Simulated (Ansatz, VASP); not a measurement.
## One calculation of Zn3Cu, two programs

Contents of INCAR:

```
ALGO = Fast
EDIFF = 1E-6
ENCUT = 520
GGA = PS
ISIF = 2
ISMEAR = 0
LASPH = True
LCHARG = True
LELF = True
LREAL = False
LVHAR = True
LWAVE = False
NBANDS = 32
NELM = 80
PREC = Accurate
SIGMA = 0.1
```

KPOINTS

```
k-points
0
Gamma
  16 16 6
```

The input POSCAR:

```
Zn3Cu
1.0
    1.5150060000     -2.1665900000      0.0000000000
    1.5150060000      2.1665900000      0.0000000000
    0.0000000000      0.0000000000      8.5410380000
Zn Cu
3 1
Direct
    0.5000000000      0.5000000000      0.7636800000
    0.0000000000      0.0000000000      0.5000000000
    0.5000000000      0.5000000000      0.2363200000
    0.0000000000      0.0000000000      0.0000000000
```

Input for Ansatz:

```yaml
crystal:
  lattice:
    - [1.515006, -2.16659, 0.0]
    - [1.515006, 2.16659, 0.0]
    - [0.0, 0.0, 8.541038]
  atoms:
    - { symbol: Zn, position: [0.5, 0.5, 0.76368] }
    - { symbol: Zn, position: [0.0, 0.0, 0.5] }
    - { symbol: Zn, position: [0.5, 0.5, 0.23632] }
    - { symbol: Cu, position: [0.0, 0.0, 0.0] }
basis:
  ecutwfc: 500
kpoints:
  mp_grid: { grid: [16, 16, 6] }
hamiltonian:
  xc: pbesol
scf:
  occupations: { method: gaussian, width: 0.1 }
output:
  forces: true
  stress: true
  eigenvalues: true
```

Alike in both runs: task single point; functional PBEsol; k mesh 16 × 16 × 6; occupations gaussian, width 0.1 eV; no spin polarisation.

```csv
,VASP,Ansatz
version,VASP 6.6.1,Ansatz 0.2.0
potentials or method,"VASP PAW PBE potentials, release 64 (Zn, Cu), cutoff 520 eV","scalar-relativistic, plane waves, PAW"
valence electrons in the cell,47,55
```

```tsv
	VASP	Ansatz	Ansatz less VASP
gap on the k mesh at the Fermi level (eV)	none	none	-
pressure (GPa)	-5.7	-6.0	-0.29
traceless stress, the component that is largest in VASP (GPa)	0.50	0.49	-0.013
rms of the force components (eV/Å)	0.000	0.004	+0.0044
```

VASP's potentials were made for PBE, not for PBEsol. Atom by atom the forces differ by 0.005 eV/Å (rms over components). A gap of «none» marks a metal or a gap that the smearing closes. The functional is the same, so the differences come from potentials, cutoffs and numerics. VASP's potentials hold 47 valence electrons a cell and Ansatz's 55, so a difference there can come from the potentials and not from the codes.
